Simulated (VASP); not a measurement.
Set up this calculation in VASP 6.6.1, as the native input.

* Task: relaxation of cell and atoms
* Functional: PBE
* Potentials or basis: VASP PAW PBE potentials, release 64 (Ir)
* Cutoff: 600 eV
* k mesh: 18 × 18 × 18
* Occupations: gaussian, width 0.1 eV
* Spin: no spin polarisation
* Dipole correction: no
* Further INCAR settings: ALGO = Normal; EDIFF = 1e-07; IBRION = 2; EDIFFG = -0.005; NSW = 100; ISIF = 3

The structure of Ir lies in POSCAR:

```
Ir
1.0
    0.0000000000      1.9380596436      1.9380596436
    1.9380596436      0.0000000000      1.9380596436
    1.9380596436      1.9380596436      0.0000000000
Ir
1
Direct
    0.0000000000      0.0000000000      0.0000000000
```

These files were run (other wordings do the same):

INCAR

```
PREC = Accurate
ENCUT = 600
EDIFF = 1E-7
ISMEAR = 0
SIGMA = 0.1
LREAL = False
LASPH = True
NELM = 100
ALGO = Normal
ISIF = 3
LWAVE = False
LCHARG = False
GGA = PE
IBRION = 2
NSW = 100
EDIFFG = -0.005
```

KPOINTS

```
regular mesh
0
Gamma
  18 18 18
```

Potentials or basis: VASP PAW PBE potentials, release 64 (Ir).

Run with:

```sh
$ cat potpaw_PBE.64/Ir/POTCAR > POTCAR
$ mpirun -np 1 vasp_std > vasp.out
```

Results of the run:

```
Relaxed volume                         : 14.52 Å³/atom
Relaxed cell                           : a = 2.738 Å, b = 2.738 Å, c = 2.738 Å, α = 60.00°, β = 60.00°, γ = 60.00°
Space group after relaxing (to 0.05 Å) : Fm-3m (No. 225)
Energy gained by relaxing              : 0.1 meV/atom
Ionic steps                            : 3
Pressure after relaxing                : 0.0 GPa
```

It took 17 s on 1 thread of Intel(R) Xeon(R) 6975P-C (Granite Rapids), with other jobs on the host, peak memory 0.17 GiB.
